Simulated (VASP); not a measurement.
Here is a VASP 6.6.1 calculation.

Contents of INCAR:

```
PREC = Accurate
ENCUT = 520
EDIFF = 1E-7
ISMEAR = -1
SIGMA = 0.02
LREAL = Auto
LASPH = T
NELM = 100
ALGO = Normal
ISIF = 2
LWAVE = F
LCHARG = F
GGA = PE
NBANDS = 74
```

Contents of KPOINTS:

```
Automatic mesh
0
Gamma
  1 1 1
```

POSCAR

```
Si20H8CF2
1.0
    7.6791800000      0.0000000000      0.0000000000
    0.0000000000      7.6791800000      0.0000000000
    0.0000000000      0.0000000000     21.2555000000
H Si C F
8 20 1 2
Direct
    0.4093926695      0.0000000000      0.0470466468
    0.0906086327      0.0000000000      0.0470466468
    0.9093939718      0.0000000000      0.0470466468
    0.5906099349      0.0000000000      0.0470466468
    0.4093926695      0.5000013022      0.0470466468
    0.0906086327      0.5000013022      0.0470466468
    0.9093939718      0.5000013022      0.0470466468
    0.5906099349      0.5000013022      0.0470466468
    0.2500006511      0.0000000000      0.0877655195
    0.7500019533      0.0000000000      0.0877655195
    0.2500006511      0.5000013022      0.0877655195
    0.7500019533      0.5000013022      0.0877655195
    0.2503392289      0.2497662511      0.1513020159
    0.7497284866      0.2495839400      0.1512643786
    0.2503392289      0.7505619090      0.1527087107
    0.7496894200      0.7504316867      0.1527040060
   -0.0000130222      0.2468883396      0.2126273200
    0.5000273467      0.2483598509      0.2120815789
   -0.0003646223      0.7568516430      0.2190585966
    0.5004310356      0.7562265763      0.2188327727
    0.0013673335      0.0120455569      0.2839500365
    0.4984256132      0.0123841348      0.2836018913
   -0.0001953334      0.5010691246      0.2788360660
    0.5011342357      0.4998320133      0.2762579097
    0.2501829622      0.0833682763      0.3324127873
    0.7496373311      0.0874702768      0.3315706523
    0.2542068294      0.4003422240      0.3256474795
    0.7464599085      0.3945733789      0.3241325775
    0.5168650819      0.4083769361      0.4300392840
    0.3903802229      0.3640362643      0.4681188398
    0.6465534080      0.4540198302      0.4667921244
```

Potentials or basis: VASP PAW PBE potentials, release 64 (H, Si, C, F).

Run with:

```console
$ cat potpaw_PBE.64/H/POTCAR potpaw_PBE.64/Si/POTCAR potpaw_PBE.64/C/POTCAR potpaw_PBE.64/F/POTCAR > POTCAR
$ mpirun -np 1 vasp_gam > vasp.out
```

Question: Predict the largest force.

Answer: 1.441 eV/Å.

Question: Predict the band gap on the k mesh.

Answer: 0.06 eV.

Forces in eV/Å, atoms in the order of the input:
```
H   -1.006 -0.042  0.131
H    0.977 -0.056  0.093
H   -0.979 -0.052  0.074
H    1.004 -0.032  0.118
H   -1.045  0.039  0.153
H    1.046  0.045  0.145
H   -1.049  0.035  0.137
H    1.050  0.034  0.141
Si  -0.051  0.000  0.048
Si   0.071  0.011  0.033
Si  -0.019  0.016  0.097
Si   0.019  0.020  0.096
Si  -0.060 -0.145 -0.314
Si   0.056 -0.158 -0.323
Si  -0.018  0.090  0.279
Si   0.021  0.102  0.247
Si  -0.023  0.447  0.139
Si   0.005  0.343  0.019
Si  -0.013  0.165  0.097
Si   0.007  0.266 -0.012
Si  -0.014 -0.892 -1.029
Si   0.012 -0.917 -1.068
Si   0.042 -0.368  0.144
Si   0.034 -0.302 -0.236
Si   0.024  0.612  0.493
Si   0.011  0.514  0.228
Si   0.046  0.201  0.085
Si   0.006  0.053 -0.202
C   -0.137 -0.015 -1.435
F   -0.614 -0.585  0.902
F    0.598  0.572  0.719
```

Caveat: the k points lie up to 0.82 Å⁻¹ apart.
